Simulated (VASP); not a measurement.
# GaAs (F-43m) in VASP: settings compared

The runs below take GaAs through single point, with PBE+D3(BJ)+U, PBEsol+U.

All numbers are computed with VASP 6.6.1; they aren't measurements. Logs are shortened: lines on timing, memory, paths and dates and some standing lists are left out, and cuts for length are marked.

## Step 1: The cell of the first run

It takes space group F-43m (No. 216, cubic). Conventional cell: a = 5.750 Å, b = 5.750 Å, c = 5.750 Å, α = 90.00°, β = 90.00°, γ = 90.00°. Within 3.3 Å of Ga (site symmetry -43m) lie 4 As at 2.49 Å. Within 3.3 Å of As (site symmetry -43m) lie 4 Ga at 2.49 Å.

## Step 2: Single point, PBE+D3(BJ)+U

The input, INCAR:

```
PREC = Accurate
ENCUT = 510
EDIFF = 1E-6
ISMEAR = 0
SIGMA = 0.1
LREAL = False
LASPH = True
NELM = 200
ALGO = Normal
ISIF = 2
LWAVE = False
LCHARG = False
LDAU = True
LDAUTYPE = 1
LDAUL = 2 -1
LDAUU = 5.7 0
LDAUJ = 0.36 0
LDAUPRINT = 1
GGA = PE
IVDW = 12
NBANDS = 21
GGA_COMPAT = False
```

The input, KPOINTS:

```
regular mesh
0
Gamma
  4 4 4
```

The input, POSCAR:

```
GaAs
1.0
    0.0000000000      2.8750910496      2.8750910496
    2.8750910496      0.0000000000      2.8750910496
    2.8750910496      2.8750910496      0.0000000000
Ga As
1 1
Direct
    0.0000000000      0.0000000000      0.0000000000
    0.2500000000      0.2500000000      0.2500000000
```

Potentials or basis: VASP PAW PBE potentials, release 64 (Ga_d, As_d).

The run is started by

```sh
cat potpaw_PBE.64/Ga_d/POTCAR potpaw_PBE.64/As_d/POTCAR > POTCAR
mpirun -np 1 vasp_std > vasp.out
```

OUTCAR:

```text
PREC = Accurate
   ENCUT = 510
   EDIFF = 1E-6
   ISMEAR = 0
   LREAL = False
   LASPH = True
   NELM = 200
   ISIF = 2
   GGA = PE
   IVDW = 12
 IVDW          = 12

 ion  position               nearest neighbor table
   1  0.000  0.000  0.000-   2 2.49   2 2.49   2 2.49   2 2.49
   2  0.250  0.250  0.250-   1 2.49   1 2.49   1 2.49   1 2.49

  LATTYP: Found a face centered cubic cell.
 ALAT       =     5.7501820992

  Lattice vectors:

 A1 = (   0.0000000000,   2.8750910496,   2.8750910496)
 A2 = (   2.8750910496,   0.0000000000,   2.8750910496)
 A3 = (   2.8750910496,   2.8750910496,   0.0000000000)

Analysis of symmetry for initial positions (statically):
=====================================================================
 Subroutine PRICEL returns:
 Original cell was already a primitive cell.

 Routine SETGRP: Setting up the symmetry group for a
 face centered cubic supercell.

 Subroutine GETGRP returns: Found 24 space group operations
 (whereof 24 operations were pure point group operations)
 out of a pool of 48 trial point group operations.

The static configuration has the point symmetry T_d .

Analysis of symmetry for dynamics (positions and initial velocities):
=====================================================================
 Subroutine PRICEL returns:
 Original cell was already a primitive cell.

 Routine SETGRP: Setting up the symmetry group for a
 face centered cubic supercell.

 Subroutine GETGRP returns: Found 24 space group operations
 (whereof 24 operations were pure point group operations)
 out of a pool of 48 trial point group operations.

The dynamic configuration has the point symmetry T_d .

 Subroutine INISYM returns: Found 24 space group operations
 (whereof 24 operations are pure point group operations),
 and found     1 'primitive' translations

----------------------------------------------------------------------------------------

                                     Primitive cell

  volume of cell :      47.5319

  direct lattice vectors                    reciprocal lattice vectors
     0.000000000  2.875091050  2.875091050    -0.173907536  0.173907536  0.173907536
     2.875091050  0.000000000  2.875091050     0.173907536 -0.173907536  0.173907536
     2.875091050  2.875091050  0.000000000     0.173907536  0.173907536 -0.173907536

  length of vectors
     4.065992755  4.065992755  4.065992755     0.301216688  0.301216688  0.301216688

  position of ions in fractional coordinates (direct lattice)
     0.000000000  0.000000000  0.000000000
     0.250000000  0.250000000  0.250000000

  ion indices of the primitive-cell ions
   primitive index   ion index
                 1           1
                 2           2

----------------------------------------------------------------------------------------

 KPOINTS: regular mesh

Automatic generation of k-mesh.
 Grid dimensions read from file:
 generate k-points for:    4    4    4

 Generating k-lattice:

  Cartesian coordinates                     Fractional coordinates (reciprocal lattice)
    -0.043476884  0.043476884  0.043476884     0.250000000  0.000000000  0.000000000
     0.043476884 -0.043476884  0.043476884     0.000000000  0.250000000  0.000000000
     0.043476884  0.043476884 -0.043476884     0.000000000  0.000000000  0.250000000

  Length of vectors
     0.075304172  0.075304172  0.075304172

  Shift w.r.t. Gamma in fractional coordinates (k-lattice)
     0.000000000  0.000000000  0.000000000

 Subroutine IBZKPT returns following result:
 ===========================================

 Found      8 irreducible k-points:

 Following reciprocal coordinates:
            Coordinates               Weight
  0.000000  0.000000  0.000000      1.000000
  0.250000  0.000000  0.000000      8.000000
  0.500000  0.000000  0.000000      4.000000
  0.250000  0.250000  0.000000      6.000000
  0.500000  0.250000  0.000000     24.000000
 -0.250000  0.250000  0.000000     12.000000
  0.500000  0.500000  0.000000      3.000000
 -0.250000  0.500000  0.250000      6.000000
   k-points           NKPTS =      8   k-points in BZ     NKDIM =      8   number of bands    NBANDS=     21
   number of dos      NEDOS =    301   number of ions     NIONS =      2
   total plane-waves  NPLWV =  27000
   dimension x,y,z NGX =    30 NGY =   30 NGZ =   30
   dimension x,y,z NGXF=    60 NGYF=   60 NGZF=   60
   ions per type =               1   1
   NGX,Y,Z   is equivalent  to a cutoff of  12.27, 12.27, 12.27 a.u.
   NGXF,Y,Z  is equivalent  to a cutoff of  24.53, 24.53, 24.53 a.u.
 SYSTEM =  unknown system
   PREC   = accura    normal or accurate (medium, high low for compatibility)
   ISTART =      0    job   : 0-new  1-cont  2-samecut
   ICHARG =      2    charge: 1-file 2-atom 10-const
   ISPIN  =      1    spin polarized calculation?
   LNONCOLLINEAR =      F non collinear calculations
   LSORBIT =      F    spin-orbit coupling
   LASPH  =      T    aspherical Exc in radial PAW
   ENCUT  =  510.0 eV  37.48 Ry    6.12 a.u.   7.49  7.49  7.49*2*pi/ulx,y,z
   NELM   =    200;   NELMIN=  2; NELMDL= -5     # of ELM steps
   EDIFF  = 0.1E-05   stopping-criterion for ELM
   LREAL  =      F    real-space projection
   EDIFFG = 0.1E-04   stopping-criterion for IOM
   NSW    =      0    number of steps for IOM
   IBRION =     -1    ionic relax: 0-MD 1-quasi-New 2-CG
   NFREE  =      0    steps in history (QN), initial steepest desc. (CG)
   ISIF   =      2    stress and relaxation
   ISYM   =      2    0-nonsym 1-usesym 2-fastsym
   POTIM  = 0.5000    time-step for ionic-motion
   TEBEG  =    0.0;   TEEND  =   0.0 temperature during run
   PSTRESS=    0.0 pullay stress
   NELECT =      28.0000    total number of electrons
   NUPDOWN=      -1.0000    fix difference up-down
   EMIN   =  10.00;   EMAX   =-10.00  energy-range for DOS
   EFERMI =   0.00;   METHOD = LEGACY
   ISMEAR =     0;   SIGMA  =   0.10  broadening in eV -4-tet -1-fermi 0-gaus
   EFERMI_NEDOS =   21; number of points for ismear=-14 and -15
   IALGO  =     38    algorithm
   IMIX   =      4    mixing-type and parameters
     AMIX     =   0.40;   BMIX     =  1.00
     AMIX_MAG =   1.60;   BMIX_MAG =  1.00
  volume/ion in A,a.u.               =      23.77       160.38
  Fermi-wavevector in a.u.,A,eV,Ry     =   1.372353  2.593372 25.624578  1.883353
  Thomas-Fermi vector in A             =   2.497968
   LORBIT       =      0    0 simple, 1 ext, 2 COOP (PROOUT), +10 PAW based schemes
 LDA+U is selected, type is set to LDAUTYPE =  1
   angular momentum for each species LDAUL =     2   -1
   U (eV)           for each species LDAUU =   5.7  0.0
   J (eV)           for each species LDAUJ =   0.4  0.0
   GGA     = PE    functional components
   LHFCALC =     F    Hartree Fock is set to
   AEXX    =    0.0000 exact exchange contribution
   IVDW    =    12    specifies the selected vdW correction
   LEPSILON=     F    determine dielectric tensor
   LRPA    =     F    only Hartree local field effects (RPA)
 non-spin polarized calculation
 Gauss-broadening in eV      SIGMA  =   0.10
  energy-cutoff  :      510.00
  volume of cell :       47.53
 maximum number of plane-waves:      1245
 NGX is ok and might be reduce to    30
   NGX = 15   NGY = 15   NGZ = 15

atom =   1  type =  1  l = 2

 onsite density matrix

spin component  1

  1.0094  0.0000  0.0000  0.0000  0.0000
  0.0000  1.0094  0.0000  0.0000 -0.0000
  0.0000  0.0000  0.9971  0.0000 -0.0000
  0.0000  0.0000  0.0000  1.0094  0.0000
  0.0000 -0.0000 -0.0000  0.0000  0.9971

spin component  2

  1.0094  0.0000  0.0000  0.0000  0.0000
  0.0000  1.0094  0.0000  0.0000 -0.0000
  0.0000  0.0000  0.9971  0.0000 -0.0000
  0.0000  0.0000  0.0000  1.0094  0.0000
  0.0000 -0.0000 -0.0000  0.0000  0.9971

 occupancies and eigenvectors

  o =  0.9971  v =  0.0000  0.0000  0.9966  0.0000 -0.0821  0.0000  0.0000  0.0000  0.0000  0.0000      0.0000  0.0000  0.0000  0.0000  0.0000  0.0000  0.0000  0.0000  0.0000  0.0000
  o =  0.9971  v =  0.0000  0.0000  0.0000  0.0000  0.0000  0.0000  0.0000  0.9966  0.0000 -0.0821      0.0000  0.0000  0.0000  0.0000  0.0000  0.0000  0.0000  0.0000  0.0000  0.0000
  o =  0.9971  v =  0.0000  0.0000  0.0821  0.0000  0.9966  0.0000  0.0000  0.0000  0.0000  0.0000      0.0000  0.0000  0.0000  0.0000  0.0000  0.0000  0.0000  0.0000  0.0000  0.0000
  o =  0.9971  v =  0.0000  0.0000  0.0000  0.0000  0.0000  0.0000  0.0000  0.0821  0.0000  0.9966      0.0000  0.0000  0.0000  0.0000  0.0000  0.0000  0.0000  0.0000  0.0000  0.0000
  o =  1.0094  v =  0.0000  0.9173 -0.0000  0.3982 -0.0000  0.0000  0.0000  0.0000  0.0000  0.0000      0.0000  0.0000  0.0000  0.0000  0.0000  0.0000  0.0000  0.0000  0.0000  0.0000
  o =  1.0094  v =  0.0000  0.0000  0.0000  0.0000  0.0000  0.0000  0.9173 -0.0000  0.3982 -0.0000      0.0000  0.0000  0.0000  0.0000  0.0000  0.0000  0.0000  0.0000  0.0000  0.0000
  o =  1.0094  v =  0.0000  0.0000  0.0000  0.0000  0.0000  1.0000  0.0000  0.0000  0.0000  0.0000      0.0000  0.0000  0.0000  0.0000  0.0000  0.0000  0.0000  0.0000  0.0000  0.0000
  o =  1.0094  v =  1.0000  0.0000  0.0000  0.0000  0.0000  0.0000  0.0000  0.0000  0.0000  0.0000      0.0000  0.0000  0.0000  0.0000  0.0000  0.0000  0.0000  0.0000  0.0000  0.0000
  o =  1.0094  v =  0.0000  0.3982  0.0000 -0.9173  0.0000  0.0000  0.0000  0.0000  0.0000  0.0000      0.0000  0.0000  0.0000  0.0000  0.0000  0.0000  0.0000  0.0000  0.0000  0.0000
  o =  1.0094  v =  0.0000  0.0000  0.0000  0.0000  0.0000  0.0000  0.3982  0.0000 -0.9173  0.0000      0.0000  0.0000  0.0000  0.0000  0.0000  0.0000  0.0000  0.0000  0.0000  0.0000

 number of electron      27.9999987 magnetization

 Free energy of the ion-electron system (eV)
  ---------------------------------------------------
  ext. energy  EPLUGINS =         0.00000000
  ---------------------------------------------------
  free energy    TOTEN  =        -8.16879965 eV

  energy without entropy =       -8.16852444  energy(sigma->0) =       -8.16866205

 E-fermi :   2.7728     XC(G=0):  -9.6403

 val. band max:        2.6030405779   @ k =   0.0000   0.0000   0.0000
 cond. band min:       2.9119796325   @ k =   0.0000   0.0000   0.0000
 fundamental gap:      0.3089390546
 Fermi energy:         2.7728136778

 k-point     1 :       0.0000    0.0000    0.0000
  band No.  band energies     occupation
      1     -32.2515      2.00000
      2     -32.2515      2.00000
      3     -32.2515      2.00000
      4     -32.2432      2.00000
      5     -32.2432      2.00000
      6     -14.6146      2.00000
[... 166 lines left out ...]
      5     -32.2426      2.00000
      6     -14.6507      2.00000
[... 13 lines left out ...]
     20      14.5319      0.00000
     21      15.3585      0.00000

------------------------ aborting loop because EDIFF is reached ----------------------------------------

 Edisp (eV)   -0.61495

 E8    (eV) :    -0.2742

  FORCE on cell =-STRESS in cart. coord.  units (eV):
  Direction    XX          YY          ZZ          XY          YZ          ZX
  --------------------------------------------------------------------------------------
  -------------------------------------------------------------------------------------
  Total      -1.25323    -1.25323    -1.25323     0.00000     0.00000     0.00000
  in kB     -42.24320   -42.24320   -42.24320     0.00000     0.00000     0.00000
  external pressure =      -42.24 kB  Pullay stress =        0.00 kB

 VOLUME and BASIS-vectors are now :
 -----------------------------------------------------------------------------
  energy-cutoff  :      510.00
  volume of cell :       47.53
      direct lattice vectors                 reciprocal lattice vectors
     0.000000000  2.875091050  2.875091050    -0.173907536  0.173907536  0.173907536
     2.875091050  0.000000000  2.875091050     0.173907536 -0.173907536  0.173907536
     2.875091050  2.875091050  0.000000000     0.173907536  0.173907536 -0.173907536

 POSITION                                       TOTAL-FORCE (eV/Angst)
 -----------------------------------------------------------------------------------
      0.00000      0.00000      0.00000        -0.000000     -0.000000     -0.000000
      1.43755      1.43755      1.43755         0.000000      0.000000      0.000000
 -----------------------------------------------------------------------------------
    total drift:                                0.000001      0.000001      0.000001

  FREE ENERGIE OF THE ION-ELECTRON SYSTEM (eV)
  ---------------------------------------------------
  free  energy   TOTEN  =        -8.7837457026 eV

  energy  without entropy=       -8.7834704906  energy(sigma->0) =       -8.78360810
```

Run time: 7.5 s. Hardware: 1 thread of Intel Xeon 6975P-C (Granite Rapids), shared host; peak memory 0.17 GiB.

Results:

| Quantity | Value |
| --- | --- |
| Free energy | -8.7837 eV |
| Pressure | -4.2 GPa |
| Band gap on the k mesh | 0.31 eV |
| Dispersion energy per atom | -0.307 eV |

Eigenvalues of the final occupation matrices:
```
    site  spin  trace               eigenvalues
site 1 d     1   5.02  1.00 1.00 1.01 1.01 1.01
site 1 d     2   5.02  1.00 1.00 1.01 1.01 1.01
```

Caveat: the k points lie up to 0.47 Å⁻¹ apart; semilocal functionals underestimate gaps, and a narrow one can read as zero; the U is typed as a test and isn't derived for this compound.

## Step 3: Single point, PBEsol+U

The input, INCAR:

```
PREC = Accurate
ENCUT = 510
EDIFF = 1E-6
ISMEAR = 0
SIGMA = 0.1
LREAL = F
LASPH = T
NELM = 200
ALGO = Normal
ISIF = 2
LWAVE = F
LCHARG = F
LDAU = T
LDAUTYPE = 2
LDAUL = 2 -1
LDAUU = 3.8 0
LDAUJ = 0 0
LDAUPRINT = 1
GGA = PS
NBANDS = 21
GGA_COMPAT = F
```

The input, KPOINTS:

```
Automatic mesh
0
Gamma
  4 4 4
```

POSCAR is that of step 2.

Potentials or basis: VASP PAW PBE potentials, release 64 (Ga_d, As_d).

The run is started by

```sh
cat potpaw_PBE.64/Ga_d/POTCAR potpaw_PBE.64/As_d/POTCAR > POTCAR
mpirun -np 1 vasp_std > vasp.out
```

It took 8.6 s on 1 thread of Intel Xeon Platinum 8488C (Sapphire Rapids), shared host; peak memory 0.16 GiB.

Results (log left out):

```yaml
Free_energy: -8.9368 eV
Pressure: -4.1 GPa
Band_gap_on_the_k_mesh: 0.19 eV
```

Levels at points of the mesh, in eV from the valence-band top:
| k point | band 12 | band 13 | band 14 | band 15 | band 16 | band 17 |
| --- | --- | --- | --- | --- | --- | --- |
| (0.00, 0.00, 0.00) | 0.00 | 0.00 | 0.00 | 0.19 | 3.75 | 3.75 |
| (0.50, 0.00, 0.00) | -6.31 | -1.01 | -1.01 | 0.86 | 4.55 | 4.55 |
| (0.50, 0.50, 0.00) | -6.53 | -2.43 | -2.43 | 1.44 | 1.60 | 9.77 |

Eigenvalues of the final occupation matrices:
```csv
site,spin,trace,eigenvalues
site 1 d,1,5.01,1.00 1.00 1.01 1.01 1.01
site 1 d,2,5.01,1.00 1.00 1.01 1.01 1.01
```

Caveat: the k points lie up to 0.47 Å⁻¹ apart; semilocal functionals underestimate gaps, and a narrow one can read as zero; the PAW data sets were made with another functional, which shifts forces and pressure a little; the U is typed as a test and isn't derived for this compound.
